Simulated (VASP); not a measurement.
## MgO (Periclase): single point with PBE

**What was measured.**

“Electronic structure of alkaline earth and post-transition metal oxides”, 2009, arxiv:0908.1581 quotes, for a bulk crystal of MgO: band gap 7.83 eV.

Crystal: MgO (Periclase).

```
Mg O
1.0
     0.00000    2.12685    2.12685
     2.12685    0.00000    2.12685
     2.12685    2.12685    0.00000
Mg O
1 1
Direct
  0.00000 0.00000 0.00000
  0.50000 0.50000 0.50000
```

```json
{"Program": "VASP 6.6.1", "Task": "single point", "Functional": "PBE", "Potentials or basis": "VASP PAW PBE potentials, release 64 (Mg, O)", "Cutoff": "520 eV", "k mesh": "9 × 9 × 9", "Occupations": "gaussian, width 0.01 eV", "Spin": "no spin polarisation"}
```

```json
{
  "Pressure": "-0.7 GPa",
  "Band gap on the k mesh": "4.44 eV, direct"
}
```

Levels at points of the mesh, in eV from the valence-band top:
| k point | band 2 | band 3 | band 4 | band 5 | band 6 | band 7 |
| --- | --- | --- | --- | --- | --- | --- |
| (0.00, 0.00, 0.00) | 0.00 | 0.00 | 0.00 | 4.44 | 15.63 | 15.63 |

Run time: 6.5 s on 1 thread of Intel(R) Xeon(R) Platinum 8488C (Sapphire Rapids), with other jobs on the host, peak memory 0.14 GiB.

Measured gap of MgO: 7.83 eV (quoted in “Electronic structure of alkaline earth and post-transition metal oxides”, 2009, arxiv:0908.1581). This calculation gives 4.44 eV (-3.39 eV). The value is that of PBE, without temperature or zero-point motion. Semilocal functionals fall short of measured gaps as a rule.
